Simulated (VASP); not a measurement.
## BeIr: single point with PBE

BeIr:

```xyz
2
Lattice="0.0000 2.0922 2.0922 2.0922 0.0000 2.0922 2.0922 2.0922 0.0000" Properties=species:S:1:pos:R:3 pbc="T T T"
Be    2.0922    2.0922    2.0922
Ir    0.0000    0.0000    0.0000
```

The cell was built from a structure type or drawn by symmetry, and may not be a known phase.

* Program: VASP 6.6.1
* Task: single point
* Functional: PBE
* Potentials or basis: VASP PAW PBE potentials, release 64 (Be, Ir)
* Cutoff: 520 eV
* k mesh: 8 × 8 × 8
* Occupations: gaussian, width 0.1 eV
* Spin: no spin polarisation

| Property | Result |
| --- | --- |
| Pressure | 92.4 GPa |
| Band gap on the k mesh | zero (an odd number of electrons rules out a gap without spin polarisation) |

Levels at points of the mesh, in eV from the Fermi level:
```tsv
k point	band 4	band 5	band 6	band 7	band 8	band 9
(0.00, 0.00, 0.00)	-4.29	-2.86	-2.86	6.19	6.19	6.19
(0.50, 0.00, 0.00)	-3.88	-0.85	-0.85	2.08	10.73	13.24
(0.50, 0.50, 0.00)	-1.30	-0.01	-0.01	2.29	2.29	4.65
```

It took 8.3 s on 1 thread of Intel(R) Xeon(R) Platinum 8488C (Sapphire Rapids), with other jobs on the host, peak memory 0.14 GiB.

Caveat: the cell stands under pressure; spin-orbit coupling is left out, which moves the levels of the heavy elements.
